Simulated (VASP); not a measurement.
# LiSb2 (R-3m) in VASP: a series of runs

The runs below take LiSb2 through single point, relaxation of cell and atoms, with PBE+D3(BJ).

Program: VASP 6.6.1. These are calculated values, not measurements. Logs are shortened: lines on timing, memory, paths and dates and some standing lists are left out, and cuts for length are marked.

## Step 1: The cell of the first run

It takes space group R-3m (No. 166, trigonal). The conventional cell has a = 3.640 Å, b = 3.640 Å, c = 18.529 Å, α = 90.00°, β = 90.00°, γ = 120.00°. Li (site symmetry -3m) has 6 Sb at 2.92 Å and 6 Li at 3.64 Å within 3.8 Å. Sb (site symmetry 3m) has 3 Li at 2.92 Å and 9 Sb at 2.99 to 3.64 Å within 3.8 Å.

## Step 2: Single point, PBE+D3(BJ)

The input, INCAR:

```
SYSTEM = LiSb2
PREC = Accurate
ENCUT = 520
EDIFF = 1E-6
ISMEAR = 0
SIGMA = 0.1
LREAL = .FALSE.
LASPH = .TRUE.
NELM = 80
ALGO = Normal
ISIF = 2
LWAVE = .FALSE.
LCHARG = .FALSE.
GGA = PE
IVDW = 12
NBANDS = 14
```

The input, KPOINTS:

```
regular mesh
0
G
  6 6 6
  0 0 0
```

The input, POSCAR:

```
LiSb2
1.0
    1.8199693358      1.0507597859      6.1763201634
   -1.8199693358      1.0507597859      6.1763201634
    0.0000000000     -2.1015195718      6.1763201634
Li Sb
1 2
Direct
    0.5000000000      0.5000000000      0.5000000000
    0.7239116847      0.7239116847      0.7239116847
    0.2760883153      0.2760883153      0.2760883153
```

Potentials or basis: VASP PAW PBE potentials, release 64 (Li_sv, Sb).

The run is started by

```sh
> cat potpaw_PBE.64/Li_sv/POTCAR potpaw_PBE.64/Sb/POTCAR > POTCAR
> mpirun -np 1 vasp_std > vasp.out
```

OUTCAR:

```text
SYSTEM = LiSb2
   PREC = Accurate
   ENCUT = 520
   EDIFF = 1E-6
   ISMEAR = 0
   LREAL = .FALSE.
   LASPH = .TRUE.
   NELM = 80
   ISIF = 2
   GGA = PE
   IVDW = 12
 IVDW          = 12

 ion  position               nearest neighbor table
   1  0.500  0.500  0.500-   3 2.92   2 2.92   3 2.92   3 2.92   2 2.92   2 2.92
   2  0.724  0.724  0.724-   1 2.92   1 2.92   1 2.92   3 2.99   3 2.99   3 2.99
   3  0.276  0.276  0.276-   1 2.92   1 2.92   1 2.92   2 2.99   2 2.99   2 2.99

  LATTYP: Found a trigonal (rhomboedric) cell.
 ALAT       =     6.5240566576
 COS(alpha) =     0.8443594743

  Lattice vectors:

 A1 = (   1.8199693358,   1.0507597859,   6.1763201634)
 A2 = (  -1.8199693358,   1.0507597859,   6.1763201634)
 A3 = (   0.0000000000,  -2.1015195718,   6.1763201634)

Analysis of symmetry for initial positions (statically):
=====================================================================
 Subroutine PRICEL returns:
 Original cell was already a primitive cell.

 Routine SETGRP: Setting up the symmetry group for a
 trigonal (rhombohedral) supercell.

 Subroutine GETGRP returns: Found 12 space group operations
 (whereof 12 operations were pure point group operations)
 out of a pool of 12 trial point group operations.

The static configuration has the point symmetry D_3d.

Analysis of symmetry for dynamics (positions and initial velocities):
=====================================================================
 Subroutine PRICEL returns:
 Original cell was already a primitive cell.

 Routine SETGRP: Setting up the symmetry group for a
 trigonal (rhombohedral) supercell.

 Subroutine GETGRP returns: Found 12 space group operations
 (whereof 12 operations were pure point group operations)
 out of a pool of 12 trial point group operations.

The dynamic configuration has the point symmetry D_3d.

 Subroutine INISYM returns: Found 12 space group operations
 (whereof 12 operations are pure point group operations),
 and found     1 'primitive' translations

----------------------------------------------------------------------------------------

                                     Primitive cell

  volume of cell :      70.8677

  direct lattice vectors                    reciprocal lattice vectors
     1.819969336  1.050759786  6.176320163     0.274729904  0.158615384  0.053969568
    -1.819969336  1.050759786  6.176320163    -0.274729904  0.158615384  0.053969568
     0.000000000 -2.101519572  6.176320163     0.000000000 -0.317230767  0.053969568

  length of vectors
     6.524056658  6.524056658  6.524056658     0.321788866  0.321788866  0.321788866

  position of ions in fractional coordinates (direct lattice)
     0.500000000  0.500000000  0.500000000
     0.723911685  0.723911685  0.723911685
     0.276088315  0.276088315  0.276088315

  ion indices of the primitive-cell ions
   primitive index   ion index
                 1           1
                 2           2
                 3           3

----------------------------------------------------------------------------------------

 KPOINTS: regular mesh

Automatic generation of k-mesh.
 Grid dimensions read from file:
 generate k-points for:    6    6    6

 Generating k-lattice:

  Cartesian coordinates                     Fractional coordinates (reciprocal lattice)
     0.045788317  0.026435897  0.008994928     0.166666667  0.000000000  0.000000000
    -0.045788317  0.026435897  0.008994928     0.000000000  0.166666667  0.000000000
     0.000000000 -0.052871795  0.008994928     0.000000000  0.000000000  0.166666667

  Length of vectors
     0.053631478  0.053631478  0.053631478

  Shift w.r.t. Gamma in fractional coordinates (k-lattice)
     0.000000000  0.000000000  0.000000000

 Subroutine IBZKPT returns following result:
 ===========================================

 Found     32 irreducible k-points:

 Following reciprocal coordinates:
            Coordinates               Weight
  0.000000  0.000000  0.000000      1.000000
  0.166667 -0.000000  0.000000      6.000000
  0.333333 -0.000000 -0.000000      6.000000
  0.500000 -0.000000 -0.000000      3.000000
  0.166667  0.166667  0.000000      6.000000
  0.333333  0.166667  0.000000     12.000000
[... 16 lines left out ...]
  0.500000  0.500000  0.166667      6.000000
 -0.333333  0.500000  0.166667     12.000000
 [... further k-points ...]
   k-points           NKPTS =     32   k-points in BZ     NKDIM =     32   number of bands    NBANDS=     14
   number of dos      NEDOS =    301   number of ions     NIONS =      3
   total plane-waves  NPLWV = 125000
   dimension x,y,z NGX =    50 NGY =   50 NGZ =   50
   dimension x,y,z NGXF=   100 NGYF=  100 NGZF=  100
   ions per type =               1   2
   NGX,Y,Z   is equivalent  to a cutoff of  12.74, 12.74, 12.74 a.u.
   NGXF,Y,Z  is equivalent  to a cutoff of  25.48, 25.48, 25.48 a.u.
 SYSTEM =  LiSb2
   PREC   = accura    normal or accurate (medium, high low for compatibility)
   ISTART =      0    job   : 0-new  1-cont  2-samecut
   ICHARG =      2    charge: 1-file 2-atom 10-const
   ISPIN  =      1    spin polarized calculation?
   LNONCOLLINEAR =      F non collinear calculations
   LSORBIT =      F    spin-orbit coupling
   LASPH  =      T    aspherical Exc in radial PAW
   ENCUT  =  520.0 eV  38.22 Ry    6.18 a.u.  12.13 12.13 12.13*2*pi/ulx,y,z
   NELM   =     80;   NELMIN=  2; NELMDL= -5     # of ELM steps
   EDIFF  = 0.1E-05   stopping-criterion for ELM
   LREAL  =      F    real-space projection
   EDIFFG = 0.1E-04   stopping-criterion for IOM
   NSW    =      0    number of steps for IOM
   IBRION =     -1    ionic relax: 0-MD 1-quasi-New 2-CG
   NFREE  =      0    steps in history (QN), initial steepest desc. (CG)
   ISIF   =      2    stress and relaxation
   ISYM   =      2    0-nonsym 1-usesym 2-fastsym
   POTIM  = 0.5000    time-step for ionic-motion
   TEBEG  =    0.0;   TEEND  =   0.0 temperature during run
   PSTRESS=    0.0 pullay stress
   NELECT =      13.0000    total number of electrons
   NUPDOWN=      -1.0000    fix difference up-down
   EMIN   =  10.00;   EMAX   =-10.00  energy-range for DOS
   EFERMI =   0.00;   METHOD = LEGACY
   ISMEAR =     0;   SIGMA  =   0.10  broadening in eV -4-tet -1-fermi 0-gaus
   EFERMI_NEDOS =   21; number of points for ismear=-14 and -15
   IALGO  =     38    algorithm
   IMIX   =      4    mixing-type and parameters
     AMIX     =   0.40;   BMIX     =  1.00
     AMIX_MAG =   1.60;   BMIX_MAG =  1.00
  volume/ion in A,a.u.               =      23.62       159.41
  Fermi-wavevector in a.u.,A,eV,Ry     =   0.930193  1.757810 11.772565  0.865259
  Thomas-Fermi vector in A             =   2.056556
   LORBIT       =      0    0 simple, 1 ext, 2 COOP (PROOUT), +10 PAW based schemes
   GGA     = PE    functional components
   LHFCALC =     F    Hartree Fock is set to
   AEXX    =    0.0000 exact exchange contribution
   IVDW    =    12    specifies the selected vdW correction
   LEPSILON=     F    determine dielectric tensor
   LRPA    =     F    only Hartree local field effects (RPA)
 non-spin polarized calculation
 Gauss-broadening in eV      SIGMA  =   0.10
  energy-cutoff  :      520.00
  volume of cell :       70.87
 maximum number of plane-waves:      1922
 NGX is ok and might be reduce to    50
   NGX = 25   NGY = 25   NGZ = 25

 number of electron      13.0000000 magnetization

 Free energy of the ion-electron system (eV)
  ---------------------------------------------------
  ext. energy  EPLUGINS =         0.00000000
  ---------------------------------------------------
  free energy    TOTEN  =       -10.22463854 eV

  energy without entropy =      -10.21872023  energy(sigma->0) =      -10.22167938

 E-fermi :   6.8348     XC(G=0):  -9.4840

 val. band max:        6.8269275699   @ k =  -0.3333   0.1667   0.1667
 cond. band min:       6.9136782420   @ k =   0.5000   0.5000   0.5000
 fundamental gap:      0.0867506721
 Fermi energy:         6.8348123417

 k-point     1 :       0.0000    0.0000    0.0000
  band No.  band energies     occupation
      1     -40.0785      2.00000
      2      -5.7911      2.00000
      3      -2.0441      2.00000
      4       2.0572      2.00000
      5       8.2372      0.00000
      6       8.2372      0.00000
      7       9.9265      0.00000
      8      10.1437      0.00000
      9      10.1437      0.00000
     10      12.9863      0.00000
     11      13.0321      0.00000
     12      13.4967      0.00000
     13      13.4967      0.00000
     14      14.8839      0.00000

 k-point     2 :       0.1667   -0.0000    0.0000
  band No.  band energies     occupation
      1     -40.0781      2.00000
      2      -5.3915      2.00000
      3      -1.7594      2.00000
      4       2.4462      2.00000
      5       5.4936      2.00000
      6       7.4090      0.00000
      7       8.3009      0.00000
      8       9.7317      0.00000
      9      10.0068      0.00000
     10      12.2309      0.00000
     11      13.3029      0.00000
     12      13.6967      0.00000
     13      14.2805      0.00000
     14      14.6807      0.00000

 k-point     3 :       0.3333   -0.0000   -0.0000
  band No.  band energies     occupation
      1     -40.0774      2.00000
      2      -4.2412      2.00000
      3      -1.2563      2.00000
      4       2.5898      2.00000
      5       3.4896      2.00000
      6       5.6425      2.00000
      7       6.3767      2.00000
      8       8.1393      0.00000
      9       8.8412      0.00000
     10      10.6782      0.00000
     11      13.0056      0.00000
     12      13.3408      0.00000
     13      14.7133      0.00000
     14      15.3640      0.00000
[... 324 lines left out ...]
 k-point    23 :       0.5000    0.5000    0.1667
  band No.  band energies     occupation
      1     -40.0774      2.00000
      2      -4.1650      2.00000
      3      -1.5050      2.00000
      4       2.3939      2.00000
      5       3.9365      2.00000
      6       6.1524      2.00000
      7       6.2201      2.00000
      8       8.4148      0.00000
      9       9.6819      0.00000
     10      10.4269      0.00000
     11      11.1937      0.00000
     12      13.0018      0.00000
     13      13.3173      0.00000
     14      13.8805      0.00000

 k-point    24 :      -0.3333    0.5000    0.1667
  band No.  band energies     occupation
      1     -40.0770      2.00000
      2      -3.1590      2.00000
      3      -1.4049      2.00000
      4       1.9668      2.00000
      5       3.1403      2.00000
      6       4.4593      2.00000
      7       6.7504      1.76766
      8       7.3841      0.00000
      9       8.3305      0.00000
     10      10.5314      0.00000
     11      11.5049      0.00000
     12      12.4921      0.00000
     13      14.5887      0.00000
     14      15.0904      0.00000

 [... further k-points ...]

------------------------ aborting loop because EDIFF is reached ----------------------------------------

 Edisp (eV)   -1.22181

 E8    (eV) :    -0.5551

  FORCE on cell =-STRESS in cart. coord.  units (eV):
  Direction    XX          YY          ZZ          XY          YZ          ZX
  --------------------------------------------------------------------------------------
  -------------------------------------------------------------------------------------
  Total      -0.03538    -0.03538     0.02464     0.00000    -0.00000     0.00000
  in kB      -0.79986    -0.79986     0.55706     0.00000    -0.00000     0.00000
  external pressure =       -0.35 kB  Pullay stress =        0.00 kB

 VOLUME and BASIS-vectors are now :
 -----------------------------------------------------------------------------
  energy-cutoff  :      520.00
  volume of cell :       70.87
      direct lattice vectors                 reciprocal lattice vectors
     1.819969336  1.050759786  6.176320163     0.274729904  0.158615384  0.053969568
    -1.819969336  1.050759786  6.176320163    -0.274729904  0.158615384  0.053969568
     0.000000000 -2.101519572  6.176320163     0.000000000 -0.317230767  0.053969568

 POSITION                                       TOTAL-FORCE (eV/Angst)
 -----------------------------------------------------------------------------------
      0.00000      0.00000      9.26448         0.000000     -0.000000     -0.000000
      0.00000      0.00000     13.41333         0.000000      0.000000      0.006936
      0.00000      0.00000      5.11563         0.000000      0.000000     -0.006936
 -----------------------------------------------------------------------------------
    total drift:                                0.000000      0.000000     -0.000000

  FREE ENERGIE OF THE ION-ELECTRON SYSTEM (eV)
  ---------------------------------------------------
  free  energy   TOTEN  =       -11.4464475403 eV

  energy  without entropy=      -11.4405292282  energy(sigma->0) =      -11.44348838
```

It took 60 s on 1 thread of Intel Xeon Platinum 8375C at 2.90GHz (Ice Lake), shared host; peak memory 0.34 GiB.

What came out:

```
Free energy                : -11.4464 eV
Largest force              : 0.007 eV/Å
Dispersion energy per atom : -0.407 eV
```

Forces in eV/Å, atoms in the order of the input:
```
Li   0.000  0.000  0.000
Sb   0.000  0.000  0.007
Sb   0.000  0.000 -0.007
```

Caveat: the cutoff is under 1.25 times the usual one of these potentials, so pressure, stress and relaxed cells hold a basis-set (Pulay) error; spin-orbit coupling is left out, which moves the levels of the heavy elements; pairwise dispersion overbinds metals, which lowers pressure and volume.

## Step 3: Single point, PBE+D3(BJ)

This run uses another cell than the first one, of 34.35 Å³/atom, 1.454 times its volume.

The input, INCAR:

```
SYSTEM = LiSb2
PREC = Accurate
ENCUT = 520
EDIFF = 1E-6
ISMEAR = 0
SIGMA = 0.1
LREAL = .False.
LASPH = .True.
NELM = 100
ALGO = Normal
ISIF = 2
LWAVE = .False.
LCHARG = .False.
GGA = PE
IVDW = 12
NBANDS = 14
```

The input, KPOINTS:

```
Automatic mesh
0
Gamma
  6 6 6
  0 0 0
```

The input, POSCAR:

```
LiSb2
1.0
    2.0797500000      1.2007442200      6.8783680100
   -2.0797500000      1.2007442200      6.8783680100
    0.0000000000     -2.4014884400      6.8783680100
Li Sb
1 2
Direct
    0.5000000000      0.5000000000      0.5000000000
    0.7503055300      0.7503055300      0.7503055300
    0.2496944700      0.2496944700      0.2496944700
```

Potentials or basis: VASP PAW PBE potentials, release 64 (Li_sv, Sb).

The run is started by

```sh
> cat potpaw_PBE.64/Li_sv/POTCAR potpaw_PBE.64/Sb/POTCAR > POTCAR
> mpirun -np 1 vasp_std > vasp.out
```

Run time: 83 s. Hardware: 1 thread of Intel Xeon Platinum 8375C at 2.90GHz (Ice Lake), shared host; peak memory 0.38 GiB.

It converged, with:

```
Free energy                : -9.5146 eV
Largest force              : 0.080 eV/Å
Dispersion energy per atom : -0.282 eV
```

Forces in eV/Å, atoms in the order of the input:
```
Li   0.000  0.000  0.000
Sb   0.000  0.000  0.080
Sb   0.000  0.000 -0.080
```

Levels at points of the mesh, in eV from the Fermi level:
| k point | band 2 | band 3 | band 4 | band 5 | band 6 | band 7 | band 8 | band 9 | band 10 | band 11 |
| --- | --- | --- | --- | --- | --- | --- | --- | --- | --- | --- |
| (0.00, 0.00, 0.00) | -9.62 | -8.50 | -2.95 | 1.23 | 1.23 | 1.61 | 1.67 | 1.67 | 4.79 | 5.49 |
| (0.50, 0.00, 0.00) | -8.32 | -8.20 | -2.42 | -2.41 | -0.85 | -0.47 | 0.06 | 0.61 | 4.61 | 4.88 |
| (0.50, 0.50, 0.00) | -8.46 | -8.00 | -2.97 | -2.77 | -0.33 | -0.28 | 1.14 | 1.18 | 3.90 | 4.51 |
| (0.50, 0.50, 0.50) | -9.23 | -9.06 | -1.18 | -0.95 | 1.40 | 1.40 | 1.45 | 1.45 | 5.11 | 5.83 |

Caveat: the cutoff is under 1.25 times the usual one of these potentials, so pressure, stress and relaxed cells hold a basis-set (Pulay) error; spin-orbit coupling is left out, which moves the levels of the heavy elements; pairwise dispersion overbinds metals, which lowers pressure and volume.

(Continued in part 2 of 2.)
